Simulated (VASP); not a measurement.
A run of VASP 6.6.1 is set up as follows.

The input INCAR:

```
SYSTEM = TiSe
PREC = Accurate
ENCUT = 520
EDIFF = 1E-6
ISMEAR = 0
SIGMA = 0.05
LREAL = .False.
LASPH = .True.
NELM = 80
ALGO = Normal
ISIF = 2
LWAVE = .False.
LCHARG = .False.
GGA = PS
NBANDS = 26
```

KPOINTS

```
regular mesh
0
Gamma
  9 9 6
  0 0 0
```

Contents of POSCAR:

```
TiSe
1.0
    3.4361767198      0.0000000000      0.0000000000
   -1.7180883599      2.9758163313      0.0000000000
    0.0000000000      0.0000000000      6.0053439722
Ti Se
2 2
Direct
    0.0000000000      0.0000000000      0.0000000000
    0.0000000000      0.0000000000      0.5000000000
    0.3333333333      0.6666666667      0.2500000000
    0.6666666667      0.3333333333      0.7500000000
```

Potentials or basis: VASP PAW PBE potentials, release 64 (Ti_sv, Se).

Launch:

```sh
$ cat potpaw_PBE.64/Ti_sv/POTCAR potpaw_PBE.64/Se/POTCAR > POTCAR
$ mpirun -np 1 vasp_std > vasp.out
```

(1) Estimate the pressure.

(2) What does it give for the band gap on the k mesh?

## Answers

(1) 15.8 GPa.

(2) zero (bands 18 and 19 overlap by 0.95 eV).

Caveat: the cell stands under pressure; the PAW data sets were made with another functional, which shifts forces and pressure a little.
